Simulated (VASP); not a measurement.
Ti:

```
Ti
1.0
     2.95000    0.00000    0.00000
    -1.47500    2.55477    0.00000
     0.00000    0.00000    4.68000
Ti
2
Cartesian
  0.0000 1.7032 1.1700
  1.4750 0.8516 3.5100
```

| Quantity | Value |
| --- | --- |
| Program | VASP 6.6.1 |
| Task | relaxation of cell and atoms |
| Functional | LDA |
| Potentials or basis | VASP PAW LDA potentials, release 64 (Ti_sv) |
| Cutoff | 600 eV |
| k mesh | 9 × 9 × 5 |
| Occupations | methfessel-paxton, width 0.1 eV |
| Spin | no spin polarisation |

At the start: pressure -10.0 GPa; volume 17.64 Å³/atom.

Task: Where does the relaxation end?

Result: Over 6 steps the energy falls by 52.5 meV/atom and the volume is 16.05 Å³/atom (-9.0 %); space group P6_3/mmc (No. 194, to 0.05 Å).

Step by step:
```tsv
step	energy change (eV)	largest force (eV/Å)	pressure (GPa)	volume (Å³)
1	0.0000	0.0000	-9.99	35.27
2	-0.0384	0.0000	10.18	29.95
3	-0.1048	0.0000	-0.12	32.17
4	-0.1048	0.0000	0.12	32.11
5	-0.1050	0.0000	0.15	32.10
6	-0.1050	0.0000	0.15	32.10
```

Final structure:
```
Ti
1.0
     2.85659    0.00000    0.00000
    -1.42830    2.47388    0.00000
     0.00000    0.00000    4.54183
Ti
2
Direct
  0.33333 0.66667 0.25000
  0.66667 0.33333 0.75000
```
